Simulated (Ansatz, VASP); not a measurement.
## Ru: VASP beside Ansatz

Contents of INCAR:

```
PREC = Accurate ; ENCUT = 600
EDIFF = 1E-6 ; ISMEAR = -1
SIGMA = 0.15 ; LREAL = False
LASPH = True ; NELM = 60
ALGO = Fast ; ISIF = 3
LWAVE = False ; LCHARG = False
GGA = PE ; IBRION = 2
NSW = 80 ; EDIFFG = -0.001
```

The input KPOINTS:

```
Automatic mesh
0
Gamma
  18 18 10
```

Contents of POSCAR:

```
Ru
1.0
    2.7200250789      0.0000000000      0.0000000000
   -1.3600125395      2.3556108173      0.0000000000
    0.0000000000      0.0000000000      4.2967694749
Ru
2
Direct
    0.3333333333      0.6666666667      0.2500000000
    0.6666666667      0.3333333333      0.7500000000
```

Input for Ansatz:

```yaml
crystal:
  lattice:
    - [2.7200250789, 0.0, 0.0]
    - [-1.3600125395, 2.3556108173, 0.0]
    - [0.0, 0.0, 4.2967694749]
  atoms:
    - { symbol: Ru, position: [0.3333333333, 0.6666666667, 0.25] }
    - { symbol: Ru, position: [0.6666666667, 0.3333333333, 0.75] }
basis:
  ecutwfc: 420
kpoints:
  mp_grid: { grid: [18, 18, 10] }
hamiltonian:
  xc: pbe
scf:
  occupations: { method: fermi_dirac, width: 0.15 }
output:
  forces: true
  stress: true
  eigenvalues: true
relax:
  adjacent_minimum: "off"
  f_tol: 0.001
  max_steps: 60
  cell: { stress_tol: 0.01 }
```

Alike in both runs: task relaxation of cell and atoms; functional PBE; k mesh 18 × 18 × 10; occupations fermi-dirac, width 0.15 eV; no spin polarisation.

```csv
,VASP,Ansatz
version,VASP 6.6.1,Ansatz 0.2.0
potentials or method,"VASP PAW PBE potentials, release 64 (Ru_pv), cutoff 600 eV","scalar-relativistic, plane waves, PAW"
valence electrons in the cell,28,32
```

|  | VASP | Ansatz | Ansatz less VASP |
| --- | --- | --- | --- |
| gap on the k mesh at the Fermi level, each at its own relaxed structure (eV) | none | none | - |
| relaxed volume (Å³/atom) | 13.78 | 13.79 | +0.006 |
| relaxed cell length with the largest relative difference (Å) | 2.722 | 2.722 | +0.0005 |

A gap of «none» marks a metal or a gap that the smearing closes. VASP's potentials hold 28 valence electrons a cell and Ansatz's 32, so a difference there can come from the potentials and not from the codes.
